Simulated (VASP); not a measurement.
Here is a VASP 6.6.1 calculation.

File POSCAR:

```
HfO2
1.0
    0.0000000000      2.5291823175      2.5291823175
    2.5291823175      0.0000000000      2.5291823175
    2.5291823175      2.5291823175      0.0000000000
Hf O
1 2
Direct
    0.0000000000      0.0000000000      0.0000000000
    0.2500000000      0.2500000000      0.2500000000
    0.7500000000      0.7500000000      0.7500000000
```

The input INCAR.step1:

```
ALGO     = Normal         # electronic algorithm
EDIFF    = 1E-4           # SCF threshold, eV
ENCUT    = 520            # plane-wave cutoff, eV
GGA      = PE             # functional
ISMEAR   = 0              # smearing method
LASPH    = True           # aspherical terms in the spheres
LCHARG   = False          # write CHGCAR
LREAL    = False          # projectors in reciprocal space
LWAVE    = True           # write WAVECAR
NBANDS   = 18             # bands
NELM     = 100            # most SCF steps
PREC     = Accurate       # precision mode
SIGMA    = 0.01           # smearing width, eV
```

The input INCAR.step2:

```
ALGO     = Normal         # electronic algorithm
EDIFF    = 1E-6           # SCF threshold, eV
ENCUT    = 520            # plane-wave cutoff, eV
ISIF     = 2              # what is computed and relaxed
ISMEAR   = 0              # smearing method
ISTART   = 1            
LASPH    = True           # aspherical terms in the spheres
LCHARG   = True           # write CHGCAR
LELF     = True           # ELF
LMIXTAU  = True         
LREAL    = False          # projectors in reciprocal space
LVHAR    = True         
LWAVE    = False          # write WAVECAR
METAGGA  = R2SCAN         # meta-GGA
NBANDS   = 18             # bands
NELM     = 100            # most SCF steps
PREC     = Accurate       # precision mode
SIGMA    = 0.01           # smearing width, eV
```

KPOINTS

```
k-points
0
Gamma
  4 4 4
```

Potentials or basis: VASP PAW PBE potentials, release 64 (Hf_pv, O).

Command:

```bash
$ cat potpaw_PBE.64/Hf_pv/POTCAR potpaw_PBE.64/O/POTCAR > POTCAR
$ cp INCAR.step1 INCAR
$ mpirun -np 1 vasp_std > vasp.out
$ cp INCAR.step2 INCAR
$ mpirun -np 1 vasp_std > vasp.out
```

Task: Predict the band gap on the k mesh.

Result: 4.32 eV, direct.

Task: What does it give for the pressure?

Result: -3.9 GPa.

Caveat: the k points lie up to 0.54 Å⁻¹ apart; the PAW data sets were made with another functional, which shifts forces and pressure a little; spin-orbit coupling is left out, which moves the levels of the heavy elements. r2SCAN opens gaps a little over a GGA but as a rule still falls short of measured ones.
